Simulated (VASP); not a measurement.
# LiGe2P3 (P-4m2) in VASP: a series of runs, part 2 of 2

VASP 6.6.1. Earlier steps stand in the parts before.

## 3. Relaxation of cell and atoms, PBE

This run uses another cell than the first one, of 17.34 Å³/atom, 1.050 times its volume.

The input, INCAR:

```
SYSTEM = LiGe2P3
ALGO = Normal
EDIFF = 1E-7
EDIFFG = -0.04
ENCUT = 600
GGA = PE
IBRION = 2
ISIF = 3
ISMEAR = 0
LASPH = .TRUE.
LCHARG = .FALSE.
LREAL = .FALSE.
LWAVE = .FALSE.
NELM = 100
NSW = 90
PREC = Accurate
SIGMA = 0.1
```

The input, KPOINTS:

```
k-points
0
G
  6 6 2
  0 0 0
```

The input, POSCAR:

```
LiGe2P3
1.0
    3.6146853487      0.0000000000      0.0000000000
    0.0000000000      3.6146853487      0.0000000000
    0.0000000000      0.0000000000      7.9634913851
Li Ge P
1 2 3
Direct
    0.0000000000      0.0000000000      0.0000000000
    0.0000000000      0.5000000000      0.7315000000
    0.5000000000      0.0000000000      0.2685000000
    0.0000000000      0.5000000000      0.3835000000
    0.5000000000      0.0000000000      0.6165000000
    0.5000000000      0.5000000000      0.0000000000
```

Potentials or basis: VASP PAW PBE potentials, release 64 (Li_sv, Ge_d, P).

Run with:

```sh
cat potpaw_PBE.64/Li_sv/POTCAR potpaw_PBE.64/Ge_d/POTCAR potpaw_PBE.64/P/POTCAR > POTCAR
mpirun -np 1 vasp_std > vasp.out
```

OUTCAR:

```text
SYSTEM = LiGe2P3
   EDIFF = 1E-7
   EDIFFG = -0.04
   ENCUT = 600
   GGA = PE
   IBRION = 2
   ISIF = 3
   ISMEAR = 0
   LASPH = .TRUE.
   LREAL = .FALSE.
   NELM = 100
   NSW = 90
   PREC = Accurate

 ion  position               nearest neighbor table
   1  0.000  0.000  0.000-   6 2.56   6 2.56   6 2.56   6 2.56
   2  0.000  0.500  0.731-   5 2.72   5 2.72   5 2.72   5 2.72   4 2.77   6 2.80   6 2.80
   3  0.500  0.000  0.269-   4 2.72   4 2.72   4 2.72   4 2.72   5 2.77   6 2.80   6 2.80
   4  0.000  0.500  0.383-   3 2.72   3 2.72   3 2.72   3 2.72   2 2.77
   5  0.500  0.000  0.617-   2 2.72   2 2.72   2 2.72   2 2.72   3 2.77
   6  0.500  0.500  0.000-   1 2.56   1 2.56   1 2.56   1 2.56   3 2.80   3 2.80   2 2.80   2 2.80

  LATTYP: Found a simple tetragonal cell.
 ALAT       =     3.6146853487
 C/A-ratio  =     2.2030939395

  Lattice vectors:

 A1 = (   3.6146853487,   0.0000000000,   0.0000000000)
 A2 = (   0.0000000000,   3.6146853487,   0.0000000000)
 A3 = (   0.0000000000,   0.0000000000,   7.9634913851)

Analysis of symmetry for initial positions (statically):
=====================================================================
 Subroutine PRICEL returns:
 Original cell was already a primitive cell.

 Routine SETGRP: Setting up the symmetry group for a
 simple tetragonal supercell.

 Subroutine GETGRP returns: Found  8 space group operations
 (whereof  8 operations were pure point group operations)
 out of a pool of 16 trial point group operations.

The static configuration has the point symmetry D_2d.

Analysis of symmetry for dynamics (positions and initial velocities):
=====================================================================
 Subroutine PRICEL returns:
 Original cell was already a primitive cell.

 Routine SETGRP: Setting up the symmetry group for a
 simple tetragonal supercell.

[... 128 lines left out ...]
  volume/ion in A,a.u.               =      17.34       117.03
  Fermi-wavevector in a.u.,A,eV,Ry     =   1.247133  2.356739 21.161679  1.555340
  Thomas-Fermi vector in A             =   2.381279
   LORBIT       =      0    0 simple, 1 ext, 2 COOP (PROOUT), +10 PAW based schemes
   GGA     = PE    functional components
   LHFCALC =     F    Hartree Fock is set to
   AEXX    =    0.0000 exact exchange contribution
   IVDW    =     0    specifies the selected vdW correction
   LEPSILON=     F    determine dielectric tensor
   LRPA    =     F    only Hartree local field effects (RPA)
 conjugate gradient relaxation of ions
 non-spin polarized calculation
 Gauss-broadening in eV      SIGMA  =   0.10
  energy-cutoff  :      600.00
  volume of cell :      104.05
 maximum number of plane-waves:      3528
 NGX is ok and might be reduce to    30
   NGX = 15   NGY = 15   NGZ = 31

--------------------------------------- Ionic step        1  -------------------------------------------

 number of electron      46.0000013 magnetization

 Free energy of the ion-electron system (eV)
  ---------------------------------------------------
  ext. energy  EPLUGINS =         0.00000000
  ---------------------------------------------------
  free energy    TOTEN  =       -25.42819335 eV

  energy without entropy =      -25.41499345  energy(sigma->0) =      -25.42159340

------------------------ aborting loop because EDIFF is reached ----------------------------------------

  FORCE on cell =-STRESS in cart. coord.  units (eV):
  Direction    XX          YY          ZZ          XY          YZ          ZX
  --------------------------------------------------------------------------------------
  -------------------------------------------------------------------------------------
  Total       -2.0022872     -2.0022872     -3.1261867      0.0000000      0.0000000      0.0000000
  in kB      -30.8313427    -30.8313427    -48.1372170      0.0000000      0.0000000      0.0000000
  external PRESSURE =     -36.5999674 kB  Pullay stress =       0.0000000 kB
[... 101 lines left out ...]
  FREE ENERGIE OF THE ION-ELECTRON SYSTEM (eV)
  ---------------------------------------------------
  free  energy   TOTEN  =       -25.5521519420 eV

  energy  without entropy=      -25.5311004629  energy(sigma->0) =      -25.54162620

[... ionic steps 4 to 18 ...]

--------------------------------------- Ionic step       19  -------------------------------------------

 number of electron      45.9999994 magnetization

------------------------ aborting loop because EDIFF is reached ----------------------------------------
[... 75 lines left out ...]
--------------------------------------- Ionic step       21  -------------------------------------------

 number of electron      45.9999995 magnetization

 Free energy of the ion-electron system (eV)
  ---------------------------------------------------
  ext. energy  EPLUGINS =         0.00000000
  ---------------------------------------------------
  free energy    TOTEN  =       -26.28348630 eV

  energy without entropy =      -26.27457352  energy(sigma->0) =      -26.27902991

 E-fermi :   6.9284     XC(G=0): -10.6559

 val. band max:        6.8712852164   @ k =   0.3333   0.1667   0.0000
 cond. band min:       7.0419611121   @ k =   0.5000   0.1667   0.0000
 fundamental gap:      0.1706758957
 Fermi energy:         6.9284417225

 k-point     1 :       0.0000    0.0000    0.0000
  band No.  band energies     occupation
      1     -39.5972      2.00000
      2     -17.9044      2.00000
      3     -17.9011      2.00000
      4     -17.8991      2.00000
      5     -17.8928      2.00000
      6     -17.8907      2.00000
[... 622 lines left out ...]
  FREE ENERGIE OF THE ION-ELECTRON SYSTEM (eV)
  ---------------------------------------------------
  free  energy   TOTEN  =       -26.2834862998 eV

  energy  without entropy=      -26.2745735249  energy(sigma->0) =      -26.27902991

 reached required accuracy - stopping structural energy minimisation
```

OSZICAR:

```text
N       E                     dE             d eps       ncg     rms          rms(c)
DAV:   1     0.393203347337E+03    0.39320E+03   -0.23135E+04  1254   0.369E+03
DAV:   2     0.430684224384E+02   -0.35013E+03   -0.34160E+03  1080   0.781E+02
DAV:   3    -0.215356815833E+02   -0.64604E+02   -0.62139E+02  1286   0.193E+02
[... 228 lines left out ...]
DAV:   3    -0.262834692221E+02    0.11441E-02   -0.18228E-03  1556   0.561E-01    0.399E-02
DAV:   4    -0.262834868053E+02   -0.17583E-04   -0.38023E-04  1310   0.162E-01    0.155E-02
DAV:   5    -0.262834865543E+02    0.25105E-06   -0.22047E-05  1423   0.421E-02    0.846E-03
DAV:   6    -0.262834863046E+02    0.24971E-06   -0.18939E-06  1287   0.870E-03    0.250E-03
DAV:   7    -0.262834862998E+02    0.47939E-08   -0.23328E-07   913   0.327E-03
  21 F= -.26283486E+02 E0= -.26279030E+02  d E =-.824644E-03
```

Wall time 9.3 min (1 thread of Intel Xeon 6975P-C (Granite Rapids), shared host); peak memory 0.27 GiB.

Results:

* Free energy: -26.2835 eV
* Relaxed volume: 16.55 Å³/atom
* Relaxed cell: a = 3.804 Å, b = 3.804 Å, c = 6.863 Å, α = 90.00°, β = 90.00°, γ = 90.00°
* Space group after relaxing (to 0.05 Å): P-4m2 (No. 115)
* Energy gained by relaxing: 142.5 meV/atom
* Ionic steps: 21
* Pressure after relaxing: -0.2 GPa
* Largest force after relaxing: 0.024 eV/Å
* Band gap on the k mesh: zero (band 23 reaches 8.36 eV, above the bottom of band 24 at 4.84 eV)

Forces on the atoms (eV/Å):
```
Li   0.000  0.000  0.000
Ge   0.000  0.000  0.004
Ge   0.000  0.000 -0.004
P    0.000  0.000  0.024
P    0.000  0.000 -0.024
P    0.000  0.000  0.000
```

The path:
| step | energy change (eV) | largest force (eV/Å) | pressure (GPa) | volume (Å³) |
| --- | --- | --- | --- | --- |
| 1 | 0.0000 | 0.5889 | -3.66 | 104.05 |
| 2 | -0.1168 | 0.5414 | 0.05 | 98.20 |
| 3 | -0.1240 | 0.5262 | 1.34 | 96.51 |
| 4 | -0.2039 | 0.5323 | 1.33 | 96.40 |
| 5 | -0.3734 | 0.8055 | 2.31 | 95.96 |
| 6 | 0.0828 | 2.9685 | 8.70 | 94.53 |
| 7 | -0.3818 | 1.0181 | 2.93 | 95.78 |
| 8 | -0.4315 | 0.9740 | 2.16 | 96.77 |
| 9 | -0.5257 | 0.8427 | -0.16 | 99.77 |
| 10 | -0.5834 | 0.7553 | -3.61 | 105.90 |
| 11 | -0.6663 | 0.6076 | -3.47 | 105.31 |
| 12 | -0.8001 | 0.2284 | -2.63 | 103.54 |
| 13 | -0.8012 | 0.2280 | -2.49 | 103.30 |
| 14 | -0.8369 | 0.2537 | -0.66 | 100.35 |
| 15 | -0.8409 | 0.2648 | 0.32 | 98.96 |
| 16 | -0.8471 | 0.1889 | 0.30 | 98.86 |
| 17 | -0.8534 | 0.0538 | 0.28 | 98.59 |
| 18 | -0.8535 | 0.0470 | 0.29 | 98.61 |
| 19 | -0.8544 | 0.0445 | -0.08 | 99.15 |
| 20 | -0.8545 | 0.0437 | -0.18 | 99.29 |
| 21 | -0.8553 | 0.0244 | -0.15 | 99.32 |

Final structure:
```cif
data_structure
_symmetry_space_group_name_H-M 'P 1'
_symmetry_Int_Tables_number 1
_cell_length_a 3.8041
_cell_length_b 3.8041
_cell_length_c 6.8634
_cell_angle_alpha 90.000
_cell_angle_beta 90.000
_cell_angle_gamma 90.000
_cell_volume 99.32
loop_
_atom_site_label
_atom_site_type_symbol
_atom_site_fract_x
_atom_site_fract_y
_atom_site_fract_z
_atom_site_occupancy
Li1 Li 0.00000 0.00000 0.00000 1
Ge1 Ge 0.00000 0.50000 0.67274 1
Ge2 Ge 0.50000 0.00000 0.32726 1
P1 P 0.00000 0.50000 0.29634 1
P2 P 0.50000 0.00000 0.70366 1
P3 P 0.50000 0.50000 0.00000 1
```

Caveat: the k points lie up to 0.46 Å⁻¹ apart in the final cell; the cutoff is under 1.25 times the usual one of these potentials, so pressure, stress and relaxed cells hold a basis-set (Pulay) error.
